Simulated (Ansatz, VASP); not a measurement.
## Two plane-wave programs on MgAl2Sb2

```
Mg Al Sb
1.0
     4.54162    0.00000    0.00000
    -2.27081    3.93316    0.00000
     0.00000    0.00000    6.99055
Mg Al Sb
1 2 2
Direct
  0.00000 0.00000 0.00000
  0.66667 0.33333 0.37079
  0.33333 0.66667 0.62921
  0.66667 0.33333 0.76969
  0.33333 0.66667 0.23031
```

Alike in both runs: task single point; functional PBEsol; k mesh 6 × 6 × 4; occupations fermi-dirac, width 0.15 eV; no spin polarisation.

|  | VASP | Ansatz |
| --- | --- | --- |
| version | VASP 6.6.1 | Ansatz 0.2.0 |
| potentials or method | VASP PAW PBE potentials, release 64 (Mg, Al, Sb), cutoff 520 eV | plane waves, PAW |
| valence electrons in the cell | 18 | 46 |

```tsv
	VASP	Ansatz	Ansatz less VASP
pressure (GPa)	0.4	0.2	-0.22
```

VASP's potentials were made for PBE, not for PBEsol. VASP's potentials hold 18 valence electrons a cell and Ansatz's 46, so a difference there can come from the potentials and not from the codes.

Spin-orbit coupling is off throughout.
